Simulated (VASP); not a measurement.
# BN (F-43m) in VASP: settings compared

Aim: see how the results for BN move with the level of theory and the settings. Levels: PBE, PBEsol. Tasks: single point.

Everything below comes from runs of VASP 6.6.1. Logs are shortened: lines on timing, memory, paths and dates and some standing lists are left out, and cuts for length are marked.

### Step 1. The cell of the first run

The structure is cubic, space group F-43m (No. 216). The conventional cell has a = 3.696 Å, b = 3.696 Å, c = 3.696 Å, α = 90.00°, β = 90.00°, γ = 90.00°. Within 2.1 Å of B (site symmetry -43m) lie 4 N at 1.60 Å. N (site symmetry -43m) has 4 B at 1.60 Å within 2.1 Å.

### Step 2. Single point, PBE (volume scaled by 1.06)

INCAR

```
PREC = Accurate
ENCUT = 520
EDIFF = 1E-7
ISMEAR = 0
SIGMA = 0.02
LREAL = F
LASPH = T
NELM = 100
ALGO = Normal
ISIF = 2
LWAVE = F
LCHARG = F
GGA = PE
NBANDS = 11
```

KPOINTS

```
regular mesh
0
Gamma
  12 12 12
```

POSCAR

```
BN
1.0
    0.0000000000      1.8478714735      1.8478714735
    1.8478714735      0.0000000000      1.8478714735
    1.8478714735      1.8478714735      0.0000000000
B N
1 1
Direct
    0.0000000000      0.0000000000      0.0000000000
    0.2500000000      0.2500000000      0.2500000000
```

Potentials or basis: VASP PAW PBE potentials, release 64 (B, N).

Launch:

```bash
> cat potpaw_PBE.64/B/POTCAR potpaw_PBE.64/N/POTCAR > POTCAR
> mpirun -np 1 vasp_std > vasp.out
```

OUTCAR:

```text
PREC = Accurate
   ENCUT = 520
   EDIFF = 1E-7
   ISMEAR = 0
   LREAL = F
   LASPH = T
   NELM = 100
   ISIF = 2
   GGA = PE

 ion  position               nearest neighbor table
   1  0.000  0.000  0.000-   2 1.60   2 1.60   2 1.60   2 1.60
   2  0.250  0.250  0.250-   1 1.60   1 1.60   1 1.60   1 1.60

  LATTYP: Found a face centered cubic cell.
 ALAT       =     3.6957429470

  Lattice vectors:

 A1 = (   0.0000000000,   1.8478714735,   1.8478714735)
 A2 = (   1.8478714735,   0.0000000000,   1.8478714735)
 A3 = (   1.8478714735,   1.8478714735,   0.0000000000)

Analysis of symmetry for initial positions (statically):
=====================================================================
 Subroutine PRICEL returns:
 Original cell was already a primitive cell.

 Routine SETGRP: Setting up the symmetry group for a
 face centered cubic supercell.

 Subroutine GETGRP returns: Found 24 space group operations
 (whereof 24 operations were pure point group operations)
 out of a pool of 48 trial point group operations.

The static configuration has the point symmetry T_d .

Analysis of symmetry for dynamics (positions and initial velocities):
=====================================================================
 Subroutine PRICEL returns:
 Original cell was already a primitive cell.

 Routine SETGRP: Setting up the symmetry group for a
 face centered cubic supercell.

 Subroutine GETGRP returns: Found 24 space group operations
 (whereof 24 operations were pure point group operations)
 out of a pool of 48 trial point group operations.

The dynamic configuration has the point symmetry T_d .

 Subroutine INISYM returns: Found 24 space group operations
 (whereof 24 operations are pure point group operations),
 and found     1 'primitive' translations

----------------------------------------------------------------------------------------

                                     Primitive cell

  volume of cell :      12.6196

  direct lattice vectors                    reciprocal lattice vectors
     0.000000000  1.847871473  1.847871473    -0.270581589  0.270581589  0.270581589
     1.847871473  0.000000000  1.847871473     0.270581589 -0.270581589  0.270581589
     1.847871473  1.847871473  0.000000000     0.270581589  0.270581589 -0.270581589

  length of vectors
     2.613284899  2.613284899  2.613284899     0.468661060  0.468661060  0.468661060

  position of ions in fractional coordinates (direct lattice)
     0.000000000  0.000000000  0.000000000
     0.250000000  0.250000000  0.250000000

[... 79 lines left out ...]
   NSW    =      0    number of steps for IOM
   IBRION =     -1    ionic relax: 0-MD 1-quasi-New 2-CG
   NFREE  =      0    steps in history (QN), initial steepest desc. (CG)
   ISIF   =      2    stress and relaxation
   ISYM   =      2    0-nonsym 1-usesym 2-fastsym
   POTIM  = 0.5000    time-step for ionic-motion
   TEBEG  =    0.0;   TEEND  =   0.0 temperature during run
   PSTRESS=    0.0 pullay stress
   NELECT =       8.0000    total number of electrons
   NUPDOWN=      -1.0000    fix difference up-down
   EMIN   =  10.00;   EMAX   =-10.00  energy-range for DOS
   EFERMI =   0.00;   METHOD = LEGACY
   ISMEAR =     0;   SIGMA  =   0.02  broadening in eV -4-tet -1-fermi 0-gaus
   EFERMI_NEDOS =   21; number of points for ismear=-14 and -15
   IALGO  =     38    algorithm
   IMIX   =      4    mixing-type and parameters
     AMIX     =   0.40;   BMIX     =  1.00
     AMIX_MAG =   1.60;   BMIX_MAG =  1.00
  volume/ion in A,a.u.               =       6.31        42.58
  Fermi-wavevector in a.u.,A,eV,Ry     =   1.406338  2.657594 26.909423  1.977787
  Thomas-Fermi vector in A             =   2.528708
   LORBIT       =      0    0 simple, 1 ext, 2 COOP (PROOUT), +10 PAW based schemes
   GGA     = PE    functional components
   LHFCALC =     F    Hartree Fock is set to
   AEXX    =    0.0000 exact exchange contribution
   IVDW    =     0    specifies the selected vdW correction
   LEPSILON=     F    determine dielectric tensor
   LRPA    =     F    only Hartree local field effects (RPA)
 non-spin polarized calculation
 Gauss-broadening in eV      SIGMA  =   0.02
  energy-cutoff  :      520.00
  volume of cell :       12.62
 maximum number of plane-waves:       347
   NGX =  9   NGY =  9   NGZ =  9

 number of electron       8.0000002 magnetization

 Free energy of the ion-electron system (eV)
  ---------------------------------------------------
  ext. energy  EPLUGINS =         0.00000000
  ---------------------------------------------------
  free energy    TOTEN  =       -17.40754848 eV

  energy without entropy =      -17.40754848  energy(sigma->0) =      -17.40754848

 E-fermi :   6.7090     XC(G=0): -12.4977

 val. band max:        6.6085164202   @ k =   0.0000   0.0000   0.0000
 cond. band min:      10.9945165831   @ k =   0.5000   0.5000   0.0000
 fundamental gap:      4.3860001629
 Fermi energy:         6.7090389550

 k-point     1 :       0.0000    0.0000    0.0000
  band No.  band energies     occupation
      1     -12.8883      2.00000
      2       6.6085      2.00000
      3       6.6085      2.00000
      4       6.6085      2.00000
      5      15.1135      0.00000
      6      15.1135      0.00000
      7      15.1135      0.00000
      8      15.9010      0.00000
      9      30.1387      0.00000
     10      33.5825      0.00000
     11      33.5825      0.00000
[... 309 lines left out ...]
 k-point    24 :      -0.4167    0.1667    0.0000
  band No.  band energies     occupation
      1      -8.6391      2.00000
      2      -2.8362      2.00000
      3       2.7016      2.00000
      4       4.2079      2.00000
      5      15.5696      0.00000
      6      18.0133      0.00000
      7      18.3553      0.00000
      8      21.4498      0.00000
      9      26.8666      0.00000
     10      31.1546      0.00000
     11      31.9951      0.00000

 [... further k-points ...]
[... 5 lines left out ...]
  --------------------------------------------------------------------------------------
  -------------------------------------------------------------------------------------
  Total       -1.5244228     -1.5244228     -1.5244228      0.0000000      0.0000000     -0.0000000
  in kB     -193.5399975   -193.5399975   -193.5399975      0.0000000      0.0000000     -0.0000000
  external PRESSURE =    -193.5399975 kB  Pullay stress =       0.0000000 kB

 VOLUME and BASIS-vectors are now :
 -----------------------------------------------------------------------------
  energy-cutoff  :      520.00
  volume of cell :       12.62
      direct lattice vectors                 reciprocal lattice vectors
     0.000000000  1.847871473  1.847871473    -0.270581589  0.270581589  0.270581589
     1.847871473  0.000000000  1.847871473     0.270581589 -0.270581589  0.270581589
     1.847871473  1.847871473  0.000000000     0.270581589  0.270581589 -0.270581589

 POSITION                                       TOTAL-FORCE (eV/Angst)
 -----------------------------------------------------------------------------------
      0.00000      0.00000      0.00000         0.000000      0.000000      0.000000
      0.92394      0.92394      0.92394        -0.000000     -0.000000     -0.000000
 -----------------------------------------------------------------------------------
    total drift:                               -0.000000     -0.000000      0.000000

  FREE ENERGIE OF THE ION-ELECTRON SYSTEM (eV)
  ---------------------------------------------------
  free  energy   TOTEN  =       -17.4075484792 eV

  energy  without entropy=      -17.4075484792  energy(sigma->0) =      -17.40754848
```

stdout:

```text
POSCAR found type information on POSCAR B N
 POSCAR found :  2 types and       2 ions
 scaLAPACK will be used
 LDA part: xc-table for (Slater+PW92), standard interpolation
 POSCAR, INCAR and KPOINTS ok, starting setup
 FFT: planning ... GRIDC
 FFT: planning ... GRID_SOFT
 FFT: planning ... GRID
 WAVECAR not read
 entering main loop
```

Run time: 17 s. Hardware: 1 thread of AMD EPYC 7R43 (Zen 3), shared host; peak memory 0.09 GiB.

Results:

```
Free energy            : -17.4075 eV
Pressure               : -19.4 GPa
Band gap on the k mesh : 4.39 eV, indirect (least direct gap 8.51 eV)
```

Caveat: the cell differs from its parent crystal (volume scaled by 1.06).

### Step 3. Single point, PBE (volume scaled by 1.10)

INCAR

```
SYSTEM = BN
PREC     = Accurate       ! precision mode
ENCUT    = 520            ! plane-wave cutoff, eV
EDIFF    = 1E-7           ! SCF threshold, eV
ISMEAR   = 0              ! smearing method
SIGMA    = 0.02           ! smearing width, eV
LREAL    = .False.        ! projectors in reciprocal space
LASPH    = .True.         ! aspherical terms in the spheres
NELM     = 100            ! most SCF steps
ALGO     = Normal         ! electronic algorithm
ISIF     = 2              ! what is computed and relaxed
LWAVE    = .False.        ! write WAVECAR
LCHARG   = .True.         ! write CHGCAR
GGA      = PE             ! functional
LELF     = .True.         ! ELF
LVHAR    = .True.       
NBANDS   = 11             ! bands
```

KPOINTS

```
regular mesh
0
Gamma
  12 12 12
  0 0 0
```

POSCAR

```
BN
1.0
    0.0000000000      1.8708287461      1.8708287461
    1.8708287461      0.0000000000      1.8708287461
    1.8708287461      1.8708287461      0.0000000000
B N
1 1
Direct
    0.0000000000      0.0000000000      0.0000000000
    0.2500000000      0.2500000000      0.2500000000
```

Potentials or basis: VASP PAW PBE potentials, release 64 (B, N).

Launch:

```bash
> cat potpaw_PBE.64/B/POTCAR potpaw_PBE.64/N/POTCAR > POTCAR
> mpirun -np 1 vasp_std > vasp.out
```

It took 15 s on 1 thread of AMD EPYC 7R43 (Zen 3), shared host; peak memory 0.08 GiB.

It converged, with:

| Property | Result |
| --- | --- |
| Free energy | -17.3350 eV |
| Pressure | -29.7 GPa |
| Band gap on the k mesh | 4.34 eV, indirect (least direct gap 8.33 eV) |

Levels at points of the mesh, in eV from the valence-band top:
| k point | band 1 | band 2 | band 3 | band 4 | band 5 | band 6 | band 7 | band 8 |
| --- | --- | --- | --- | --- | --- | --- | --- | --- |
| (0.00, 0.00, 0.00) | -19.10 | 0.00 | 0.00 | 0.00 | 8.33 | 8.33 | 8.33 | 8.72 |
| (0.50, 0.00, 0.00) | -15.36 | -9.78 | -1.75 | -1.75 | 8.84 | 10.13 | 10.13 | 14.20 |
| (0.50, 0.50, 0.00) | -14.13 | -8.27 | -4.42 | -4.42 | 4.34 | 8.64 | 16.38 | 16.38 |

Caveat: the cell differs from its parent crystal (volume scaled by 1.10). A k mesh can miss the band edges.

### Step 4. Single point, PBEsol

This run uses another cell than the first one, of 5.95 Å³/atom, 0.943 times its volume.

INCAR

```
SYSTEM = BN
  PREC = Accurate
  ENCUT = 600
  EDIFF = 1E-6
  ISMEAR = 0
  SIGMA = 0.02
  LREAL = .FALSE.
  LASPH = .TRUE.
  NELM = 120
  ALGO = Normal
  ISIF = 2
  LWAVE = .FALSE.
  LCHARG = .TRUE.
  GGA = PS
  LELF = .TRUE.
  LVHAR = .TRUE.
  NBANDS = 11
  GGA_COMPAT = .FALSE.
```

KPOINTS

```
Automatic mesh
0
G
  12 12 12
  0 0 0
```

POSCAR

```
BN
1.0
    0.0000000000      1.8123266330      1.8123266330
    1.8123266330      0.0000000000      1.8123266330
    1.8123266330      1.8123266330      0.0000000000
B N
1 1
Direct
    0.0000000000      0.0000000000      0.0000000000
    0.2500000000      0.2500000000      0.2500000000
```

Potentials or basis: VASP PAW PBE potentials, release 64 (B, N).

Launch:

```bash
> cat potpaw_PBE.64/B/POTCAR potpaw_PBE.64/N/POTCAR > POTCAR
> mpirun -np 1 vasp_std > vasp.out
```

OUTCAR:

```text
SYSTEM = BN
   PREC = Accurate
   ENCUT = 600
   EDIFF = 1E-6
   ISMEAR = 0
   LREAL = .FALSE.
   LASPH = .TRUE.
   NELM = 120
   ISIF = 2
   GGA = PS

 ion  position               nearest neighbor table
   1  0.000  0.000  0.000-   2 1.57   2 1.57   2 1.57   2 1.57
   2  0.250  0.250  0.250-   1 1.57   1 1.57   1 1.57   1 1.57

  LATTYP: Found a face centered cubic cell.
 ALAT       =     3.6246532660

  Lattice vectors:

 A1 = (   0.0000000000,   1.8123266330,   1.8123266330)
 A2 = (   1.8123266330,   0.0000000000,   1.8123266330)
 A3 = (   1.8123266330,   1.8123266330,   0.0000000000)

Analysis of symmetry for initial positions (statically):
=====================================================================
 Subroutine PRICEL returns:
 Original cell was already a primitive cell.

 Routine SETGRP: Setting up the symmetry group for a
 face centered cubic supercell.

 Subroutine GETGRP returns: Found 24 space group operations
 (whereof 24 operations were pure point group operations)
 out of a pool of 48 trial point group operations.

The static configuration has the point symmetry T_d .

Analysis of symmetry for dynamics (positions and initial velocities):
=====================================================================
 Subroutine PRICEL returns:
 Original cell was already a primitive cell.

 Routine SETGRP: Setting up the symmetry group for a
 face centered cubic supercell.

 Subroutine GETGRP returns: Found 24 space group operations
 (whereof 24 operations were pure point group operations)
 out of a pool of 48 trial point group operations.

The dynamic configuration has the point symmetry T_d .

 Subroutine INISYM returns: Found 24 space group operations
 (whereof 24 operations are pure point group operations),
 and found     1 'primitive' translations

----------------------------------------------------------------------------------------

                                     Primitive cell

  volume of cell :      11.9053

  direct lattice vectors                    reciprocal lattice vectors
[... 112 lines left out ...]
   GGA     = PS    functional components
   LHFCALC =     F    Hartree Fock is set to
   AEXX    =    0.0000 exact exchange contribution
   IVDW    =     0    specifies the selected vdW correction
   LEPSILON=     F    determine dielectric tensor
   LRPA    =     F    only Hartree local field effects (RPA)
 non-spin polarized calculation
 Gauss-broadening in eV      SIGMA  =   0.02
  energy-cutoff  :      600.00
  volume of cell :       11.91
 maximum number of plane-waves:       415
   NGX = 11   NGY = 11   NGZ = 11

 number of electron       7.9999999 magnetization

 Free energy of the ion-electron system (eV)
  ---------------------------------------------------
  ext. energy  EPLUGINS =         0.00000000
  ---------------------------------------------------
  free energy    TOTEN  =       -18.34821093 eV

  energy without entropy =      -18.34821093  energy(sigma->0) =      -18.34821093

 E-fermi :   7.4820     XC(G=0): -12.9772

 val. band max:        7.2641453883   @ k =   0.0000   0.0000   0.0000
 cond. band min:      11.5327222091   @ k =   0.5000   0.5000   0.0000
 fundamental gap:      4.2685768208
 Fermi energy:         7.4819520551

 k-point     1 :       0.0000    0.0000    0.0000
  band No.  band energies     occupation
      1     -12.8979      2.00000
      2       7.2641      2.00000
      3       7.2641      2.00000
      4       7.2641      2.00000
      5      15.9883      0.00000
      6      15.9883      0.00000
      7      15.9883      0.00000
      8      17.4037      0.00000
      9      31.6250      0.00000
     10      34.8538      0.00000
     11      34.8538      0.00000
[... 309 lines left out ...]
 k-point    24 :      -0.4167    0.1667    0.0000
  band No.  band energies     occupation
      1      -8.3041      2.00000
      2      -2.7471      2.00000
      3       3.1422      2.00000
      4       4.7016      2.00000
      5      16.4075      0.00000
      6      19.3019      0.00000
      7      19.3781      0.00000
      8      22.7597      0.00000
      9      28.0092      0.00000
     10      32.3503      0.00000
     11      33.6606      0.00000

 [... further k-points ...]
[... 5 lines left out ...]
  --------------------------------------------------------------------------------------
  -------------------------------------------------------------------------------------
  Total       -0.4177497     -0.4177497     -0.4177497      0.0000000     -0.0000000      0.0000000
  in kB      -56.2195418    -56.2195418    -56.2195418      0.0000000     -0.0000000      0.0000000
  external PRESSURE =     -56.2195418 kB  Pullay stress =       0.0000000 kB

 VOLUME and BASIS-vectors are now :
 -----------------------------------------------------------------------------
  energy-cutoff  :      600.00
  volume of cell :       11.91
      direct lattice vectors                 reciprocal lattice vectors
     0.000000000  1.812326633  1.812326633    -0.275888458  0.275888458  0.275888458
     1.812326633  0.000000000  1.812326633     0.275888458 -0.275888458  0.275888458
     1.812326633  1.812326633  0.000000000     0.275888458  0.275888458 -0.275888458

 POSITION                                       TOTAL-FORCE (eV/Angst)
 -----------------------------------------------------------------------------------
      0.00000      0.00000      0.00000        -0.000000     -0.000000     -0.000000
      0.90616      0.90616      0.90616         0.000000      0.000000      0.000000
 -----------------------------------------------------------------------------------
    total drift:                                0.000000      0.000000      0.000000

  FREE ENERGIE OF THE ION-ELECTRON SYSTEM (eV)
  ---------------------------------------------------
  free  energy   TOTEN  =       -18.3482109293 eV

  energy  without entropy=      -18.3482109293  energy(sigma->0) =      -18.34821093
```

stdout:

```text
POSCAR found type information on POSCAR B N
 POSCAR found :  2 types and       2 ions
 scaLAPACK will be used
 -----------------------------------------------------------------------------
|                                                                             |
|                                                                             |
|     You enforced a specific xc type in the INCAR file but a different       |
|     I HOPE YOU KNOW WHAT YOU ARE DOING!                                     |
|                                                                             |
 -----------------------------------------------------------------------------

 LDA part: xc-table for (Slater+PW92), standard interpolation
 POSCAR, INCAR and KPOINTS ok, starting setup
 FFT: planning ... GRIDC
 FFT: planning ... GRID_SOFT
 FFT: planning ... GRID
 WAVECAR not read
 entering main loop
```

Wall time 4.3 s (1 thread of Intel Xeon 6975P-C (Granite Rapids), shared host); peak memory 0.12 GiB.

Results:

- Free energy: -18.3482 eV
- Pressure: -5.6 GPa
- Band gap on the k mesh: 4.27 eV, indirect (least direct gap 8.72 eV)

Levels at points of the mesh, in eV from the valence-band top:
```tsv
k point	band 2	band 3	band 4	band 5	band 6	band 7
(0.00, 0.00, 0.00)	0.00	0.00	0.00	8.72	8.72	8.72
(0.50, 0.00, 0.00)	-10.71	-1.93	-1.93	9.99	10.58	10.58
(0.50, 0.50, 0.00)	-8.91	-4.90	-4.90	4.27	9.05	17.76
```

Caveat: the PAW data sets were made with another functional, which shifts forces and pressure a little. As with any semilocal functional, this PBEsol gap is likely too small.

### Step 5. The runs side by side

```csv
level,cell,cutoff (eV),gap on the mesh (eV),pressure (GPa)
PBE,"a = 2.613 Å, angles 60.0°, 2 atoms",520,4.39,-19.4
PBE,"a = 2.646 Å, angles 60.0°, 2 atoms",520,4.34,-29.7
PBEsol,"a = 2.563 Å, angles 60.0°, 2 atoms",600,4.27,-5.6
```

Alike in all rows: task single point; potentials or basis VASP PAW PBE potentials, release 64 (B, N); no spin polarisation; k mesh 12 × 12 × 12; smearing gaussian 0.02 eV.

Caveats: the PAW data sets were made with another functional, which shifts forces and pressure a little (some runs).

Total energies depend on the potentials used, so only differences within one code and one set of settings carry meaning.
